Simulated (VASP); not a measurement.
# In4As4H11 in VASP: single point with PBE

Aim: the single point of In4As4H11 with PBE.

Program: VASP 6.6.1. These are calculated values, not measurements. Logs are shortened: lines on timing, memory, paths and dates and some standing lists are left out, and cuts for length are marked.

**1. The cell of the first run**

The cell holds a wire or tube with vacuum around it, 38 atoms: a = 17.100 Å, b = 16.500 Å, c = 10.715 Å, α = 90.00°, β = 90.00°, γ = 90.00°.

**2. Single point, PBE**

Contents of INCAR:

```
PREC = Accurate ; ENCUT = 520
EDIFF = 1E-6 ; ISMEAR = 0
SIGMA = 0.05 ; LREAL = Auto
LASPH = True ; NELM = 60
ALGO = Normal ; ISIF = 2
LWAVE = False ; LCHARG = True
GGA = PE ; LELF = True
LVHAR = True ; NBANDS = 108
```

Contents of KPOINTS:

```
regular mesh
0
Gamma
  1 1 5
```

Contents of POSCAR:

```
In4As4H11
1.0
   17.1000000000      0.0000000000      0.0000000000
    0.0000000000     16.5000000000      0.0000000000
    0.0000000000      0.0000000000     10.7150325769
In As H
8 8 22
Direct
    0.5799115610      0.5000000000      0.0000000000
    0.4322181459      0.5000000000      0.3333333333
    0.3583714384      0.3674426142      0.0000000000
    0.6537582686      0.3674426142      0.3333333333
    0.5060648535      0.6325573858      0.6666666667
    0.3583714384      0.6325573858      0.0000000000
    0.6537582686      0.6325573858      0.3333333333
    0.5060648535      0.3674426142      0.6666666667
    0.6537582686      0.6325573858      0.0833333333
    0.5060648535      0.3674426142      0.4166666667
    0.3583714384      0.6325573858      0.7500000000
    0.6537582686      0.3674426142      0.0833333333
    0.5060648535      0.6325573858      0.4166666667
    0.3583714384      0.3674426142      0.7500000000
    0.4322181459      0.5000000000      0.0833333333
    0.5799115610      0.5000000000      0.7500000000
    0.6118556445      0.7077740405      0.0360477406
    0.7375635167      0.6325573858      0.0360477406
    0.4641622294      0.2922259595      0.3693810739
    0.3164688143      0.5573407311      0.7027144073
    0.3164688143      0.7077740405      0.7027144073
    0.3362831908      0.5000000000      0.3874628934
    0.6118556445      0.2922259595      0.0360477406
    0.7375635167      0.3674426142      0.0360477406
    0.4641622294      0.7077740405      0.3693810739
    0.3164688143      0.4426592689      0.7027144073
    0.3164688143      0.2922259595      0.7027144073
    0.2624364833      0.3674426142      0.0541295601
    0.4063389159      0.2813393384      0.0541295601
    0.7017257462      0.4535458900      0.3874628934
    0.7017257462      0.2813393384      0.3874628934
    0.5540323310      0.7186606616      0.7207962268
    0.2624364833      0.6325573858      0.0541295601
    0.4063389159      0.7186606616      0.0541295601
    0.7017257462      0.5464541100      0.3874628934
    0.7017257462      0.7186606616      0.3874628934
    0.5540323310      0.2813393384      0.7207962268
    0.6637168092      0.5000000000      0.7027144073
```

Potentials or basis: VASP PAW PBE potentials, release 64 (In_d, As, H).

Command:

```bash
cat potpaw_PBE.64/In_d/POTCAR potpaw_PBE.64/As/POTCAR potpaw_PBE.64/H/POTCAR > POTCAR
mpirun -np 1 vasp_std > vasp.out
```

OUTCAR:

```text
PREC = Accurate
   ENCUT = 520
   EDIFF = 1E-6
   ISMEAR = 0
   LREAL = Auto
   LASPH = True
   NELM = 60
   ISIF = 2
   GGA = PE

 ion  position               nearest neighbor table
   1  0.580  0.500  0.000-  15 2.68  16 2.68   9 2.68  12 2.68
   2  0.432  0.500  0.333-  22 1.74  15 2.68  10 2.68  13 2.68
   3  0.358  0.367  0.000-  29 1.74  28 1.74  15 2.68  14 2.68
   4  0.654  0.367  0.333-  30 1.74  31 1.74  10 2.68  12 2.68
   5  0.506  0.633  0.667-  32 1.74  16 2.68  11 2.68  13 2.68
   6  0.358  0.633  0.000-  34 1.74  33 1.74  15 2.68  11 2.68
[... 8 lines left out ...]
  15  0.432  0.500  0.083-   3 2.68   6 2.68   1 2.68   2 2.68
  16  0.580  0.500  0.750-  38 1.52   8 2.68   5 2.68   1 2.68
  17  0.612  0.708  0.036-   9 1.52
  18  0.738  0.633  0.036-   9 1.52
  19  0.464  0.292  0.369-  10 1.52
  20  0.316  0.557  0.703-  11 1.52
  21  0.316  0.708  0.703-  11 1.52
  22  0.336  0.500  0.387-   2 1.74
[... 14 lines left out ...]
  37  0.554  0.281  0.721-   8 1.74
  38  0.664  0.500  0.703-  16 1.52

  LATTYP: Found a simple orthorhombic cell.
 ALAT       =    10.7150325769
 B/A-ratio  =     1.5398926584
 C/A-ratio  =     1.5958887551

  Lattice vectors:

 A1 = (   0.0000000000,   0.0000000000, -10.7150325769)
 A2 = (   0.0000000000,  16.5000000000,   0.0000000000)
 A3 = (  17.1000000000,   0.0000000000,   0.0000000000)

Analysis of symmetry for initial positions (statically):
=====================================================================
 Subroutine PRICEL returns:
 Original cell was already a primitive cell.

 Routine SETGRP: Setting up the symmetry group for a
 simple orthorhombic supercell.

 Subroutine GETGRP returns: Found  2 space group operations
 (whereof  2 operations were pure point group operations)
 out of a pool of  8 trial point group operations.

The static configuration has the point symmetry C_1h.

Analysis of symmetry for dynamics (positions and initial velocities):
=====================================================================
 Subroutine PRICEL returns:
 Original cell was already a primitive cell.

 Routine SETGRP: Setting up the symmetry group for a
 simple orthorhombic supercell.

 Subroutine GETGRP returns: Found  2 space group operations
 (whereof  2 operations were pure point group operations)
 out of a pool of  8 trial point group operations.

The dynamic configuration has the point symmetry C_1h.

 Subroutine INISYM returns: Found  2 space group operations
 (whereof  2 operations are pure point group operations),
 and found     1 'primitive' translations

----------------------------------------------------------------------------------------

                                     Primitive cell

  volume of cell :    3023.2464

  direct lattice vectors                    reciprocal lattice vectors
    17.100000000  0.000000000  0.000000000     0.058479532  0.000000000  0.000000000
     0.000000000 16.500000000  0.000000000     0.000000000  0.060606061  0.000000000
     0.000000000  0.000000000 10.715032577     0.000000000  0.000000000  0.093326828

  length of vectors
    17.100000000 16.500000000 10.715032577     0.058479532  0.060606061  0.093326828

  position of ions in fractional coordinates (direct lattice)
     0.579911561  0.500000000  0.000000000
     0.432218146  0.500000000  0.333333333
     0.358371438  0.367442614  0.000000000
     0.653758269  0.367442614  0.333333333
     0.506064853  0.632557386  0.666666667
     0.358371438  0.632557386  0.000000000
[... 30 lines left out ...]
     0.554032331  0.281339338  0.720796227
     0.663716809  0.500000000  0.702714407

  ion indices of the primitive-cell ions
   primitive index   ion index
                 1           1
                 2           2
                 3           3
                 4           4
                 5           5
                 6           6
[... 30 lines left out ...]
                37          37
                38          38

----------------------------------------------------------------------------------------

 KPOINTS: regular mesh

Automatic generation of k-mesh.
 Grid dimensions read from file:
 generate k-points for:    1    1    5

 Generating k-lattice:

  Cartesian coordinates                     Fractional coordinates (reciprocal lattice)
     0.058479532  0.000000000  0.000000000     1.000000000  0.000000000  0.000000000
     0.000000000  0.060606061  0.000000000     0.000000000  1.000000000  0.000000000
     0.000000000  0.000000000  0.018665366     0.000000000  0.000000000  0.200000000

  Length of vectors
     0.058479532  0.060606061  0.018665366

  Shift w.r.t. Gamma in fractional coordinates (k-lattice)
     0.000000000  0.000000000  0.000000000

 Subroutine IBZKPT returns following result:
 ===========================================

 Found      3 irreducible k-points:

 Following reciprocal coordinates:
            Coordinates               Weight
  0.000000  0.000000  0.000000      1.000000
  0.000000  0.000000  0.200000      2.000000
  0.000000  0.000000  0.400000      2.000000
   k-points           NKPTS =      3   k-points in BZ     NKDIM =      3   number of bands    NBANDS=    108
   number of dos      NEDOS =    301   number of ions     NIONS =     38
   total plane-waves  NPLWV = ******
   dimension x,y,z NGX =   128 NGY =  126 NGZ =   80
   dimension x,y,z NGXF=   256 NGYF=  252 NGZF=  160
   ions per type =               8   8  22
   NGX,Y,Z   is equivalent  to a cutoff of  12.44, 12.70, 12.41 a.u.
   NGXF,Y,Z  is equivalent  to a cutoff of  24.89, 25.39, 24.82 a.u.
 SYSTEM =  unknown system
   PREC   = accura    normal or accurate (medium, high low for compatibility)
   ISTART =      0    job   : 0-new  1-cont  2-samecut
   ICHARG =      2    charge: 1-file 2-atom 10-const
   ISPIN  =      1    spin polarized calculation?
   LNONCOLLINEAR =      F non collinear calculations
   LSORBIT =      F    spin-orbit coupling
   LASPH  =      T    aspherical Exc in radial PAW
   ENCUT  =  520.0 eV  38.22 Ry    6.18 a.u.  31.79 30.68 19.92*2*pi/ulx,y,z
   NELM   =     60;   NELMIN=  2; NELMDL= -5     # of ELM steps
   EDIFF  = 0.1E-05   stopping-criterion for ELM
   LREAL  =      T    real-space projection
   EDIFFG = 0.1E-04   stopping-criterion for IOM
   NSW    =      0    number of steps for IOM
   IBRION =     -1    ionic relax: 0-MD 1-quasi-New 2-CG
   NFREE  =      0    steps in history (QN), initial steepest desc. (CG)
   ISIF   =      2    stress and relaxation
   ISYM   =      2    0-nonsym 1-usesym 2-fastsym
   POTIM  = 0.5000    time-step for ionic-motion
   TEBEG  =    0.0;   TEEND  =   0.0 temperature during run
   PSTRESS=    0.0 pullay stress
   NELECT =     166.0000    total number of electrons
   NUPDOWN=      -1.0000    fix difference up-down
   EMIN   =  10.00;   EMAX   =-10.00  energy-range for DOS
   EFERMI =   0.00;   METHOD = LEGACY
   ISMEAR =     0;   SIGMA  =   0.05  broadening in eV -4-tet -1-fermi 0-gaus
   EFERMI_NEDOS =   21; number of points for ismear=-14 and -15
   IALGO  =     38    algorithm
   IMIX   =      4    mixing-type and parameters
     AMIX     =   0.40;   BMIX     =  1.00
     AMIX_MAG =   1.60;   BMIX_MAG =  1.00
  volume/ion in A,a.u.               =      79.56       536.89
  Fermi-wavevector in a.u.,A,eV,Ry     =   0.622233  1.175850  5.267820  0.387174
  Thomas-Fermi vector in A             =   1.682017
   LORBIT       =      0    0 simple, 1 ext, 2 COOP (PROOUT), +10 PAW based schemes
   GGA     = PE    functional components
   LHFCALC =     F    Hartree Fock is set to
   AEXX    =    0.0000 exact exchange contribution
   IVDW    =     0    specifies the selected vdW correction
   LEPSILON=     F    determine dielectric tensor
   LRPA    =     F    only Hartree local field effects (RPA)
 non-spin polarized calculation
 Gauss-broadening in eV      SIGMA  =   0.05
  energy-cutoff  :      520.00
  volume of cell :     3023.25
 maximum number of plane-waves:     81465
 NGX is ok and might be reduce to   126
   NGX = 63   NGY = 61   NGZ = 39

 number of electron     165.9999977 magnetization

 Free energy of the ion-electron system (eV)
  ---------------------------------------------------
  ext. energy  EPLUGINS =         0.00000000
  ---------------------------------------------------
  free energy    TOTEN  =      -125.38332660 eV

  energy without entropy =     -125.38332660  energy(sigma->0) =     -125.38332660

 E-fermi :  -3.5213     XC(G=0):  -2.4278

 val. band max:       -3.8093974347   @ k =   0.0000   0.0000   0.0000
 cond. band min:      -1.7787852529   @ k =   0.0000   0.0000   0.0000
 fundamental gap:      2.0306121818
 Fermi energy:        -3.5213064248

 k-point     1 :       0.0000    0.0000    0.0000
  band No.  band energies     occupation
      1     -18.0602      2.00000
      2     -18.0528      2.00000
      3     -18.0007      2.00000
      4     -17.9370      2.00000
      5     -17.9042      2.00000
      6     -17.7788      2.00000
[... 87 lines left out ...]
     94       0.1025      0.00000
     95       0.1085      0.00000

 k-point     2 :       0.0000    0.0000    0.2000
  band No.  band energies     occupation
      1     -18.0602      2.00000
      2     -18.0528      2.00000
      3     -18.0007      2.00000
      4     -17.9369      2.00000
      5     -17.9042      2.00000
      6     -17.7788      2.00000
[... 87 lines left out ...]
     94       0.0278      0.00000
     95       0.1861      0.00000

 k-point     3 :       0.0000    0.0000    0.4000
  band No.  band energies     occupation
      1     -18.0602      2.00000
      2     -18.0528      2.00000
      3     -18.0007      2.00000
      4     -17.9369      2.00000
      5     -17.9042      2.00000
      6     -17.7788      2.00000
[... 87 lines left out ...]
     94      -0.0910      0.00000
     95       0.1402      0.00000
 [bands above 95 left out]

------------------------ aborting loop because EDIFF is reached ----------------------------------------

  FORCE on cell =-STRESS in cart. coord.  units (eV):
  Direction    XX          YY          ZZ          XY          YZ          ZX
  --------------------------------------------------------------------------------------
  -------------------------------------------------------------------------------------
  Total       -0.8221721      3.3843564      2.4852714      0.0000000      0.0000000      0.1667415
  in kB       -0.4357122      1.7935485      1.3170761      0.0000000      0.0000000      0.0883651
  external PRESSURE =       0.8916374 kB  Pullay stress =       0.0000000 kB

 VOLUME and BASIS-vectors are now :
 -----------------------------------------------------------------------------
  energy-cutoff  :      520.00
  volume of cell :     3023.25
      direct lattice vectors                 reciprocal lattice vectors
    17.100000000  0.000000000  0.000000000     0.058479532  0.000000000  0.000000000
     0.000000000 16.500000000  0.000000000     0.000000000  0.060606061  0.000000000
     0.000000000  0.000000000 10.715032577     0.000000000  0.000000000  0.093326828

 POSITION                                       TOTAL-FORCE (eV/Angst)
 -----------------------------------------------------------------------------------
      9.91649      8.25000      0.00000        -0.509315     -0.000000     -0.206556
      7.39093      8.25000      3.57168        -0.428063     -0.000000     -0.032441
      6.12815      6.06280      0.00000        -0.318643     -0.263250      0.724315
     11.17927      6.06280      3.57168         0.521289     -0.647895      0.754846
      8.65371     10.43720      7.14336         0.300677      0.442317     -0.331777
      6.12815     10.43720      0.00000        -0.318643      0.263250      0.724315
[... 30 lines left out ...]
      9.47395      4.64210      7.72336        -0.071351     -0.050771      0.107125
     11.34956      8.25000      7.52961         0.010736     -0.000000     -0.134558
 -----------------------------------------------------------------------------------
    total drift:                               -0.018910     -0.000000     -0.023883

  FREE ENERGIE OF THE ION-ELECTRON SYSTEM (eV)
  ---------------------------------------------------
  free  energy   TOTEN  =      -125.3833266049 eV

  energy  without entropy=     -125.3833266049  energy(sigma->0) =     -125.38332660
```

Wall time 59 min (1 thread of Oxide Virtual Turin-like, shared host); peak memory 2.4 GiB.

Results:

```yaml
Free_energy: -125.3833 eV
Largest_force: 1.123 eV/Å
Band_gap_on_the_k_mesh: 2.03 eV
```

Forces on the atoms (eV/Å):
```
In  -0.509  0.000 -0.207
In  -0.428  0.000 -0.032
In  -0.319 -0.263  0.724
In   0.521 -0.648  0.755
In   0.301  0.442 -0.332
In  -0.319  0.263  0.724
In   0.521  0.648  0.755
In   0.301 -0.442 -0.332
As  -0.322 -0.535  0.496
As   0.347  0.589 -0.137
As   0.731 -0.141  0.514
As  -0.322  0.535  0.496
As   0.347 -0.589 -0.137
As   0.731  0.141  0.514
As   0.375  0.000 -0.550
As  -0.690  0.000  0.010
H    0.337 -0.033 -0.308
H   -0.110  0.374 -0.210
H   -0.128  0.004  0.018
H   -0.291  0.331 -0.268
H   -0.188 -0.287 -0.253
H   -0.147  0.000  0.019
H    0.337  0.033 -0.308
H   -0.110 -0.374 -0.210
H   -0.128 -0.004  0.018
H   -0.291 -0.331 -0.268
H   -0.188  0.287 -0.253
H   -0.141  0.220 -0.120
H    0.304 -0.107 -0.195
H   -0.189 -0.210 -0.191
H   -0.087 -0.377 -0.153
H   -0.071  0.051  0.107
H   -0.141 -0.220 -0.120
H    0.304  0.107 -0.195
H   -0.189  0.210 -0.191
H   -0.087  0.377 -0.153
H   -0.071 -0.051  0.107
H    0.011  0.000 -0.135
```

Levels at points of the mesh, in eV from the valence-band top:
```csv
k point,band 80,band 81,band 82,band 83,band 84,band 85,band 86,band 87
"(0.00, 0.00, 0.00)",-0.64,-0.61,-0.55,0.00,2.03,2.56,2.90,2.96
```

Caveat: spin-orbit coupling is left out, which moves the levels of the heavy elements.
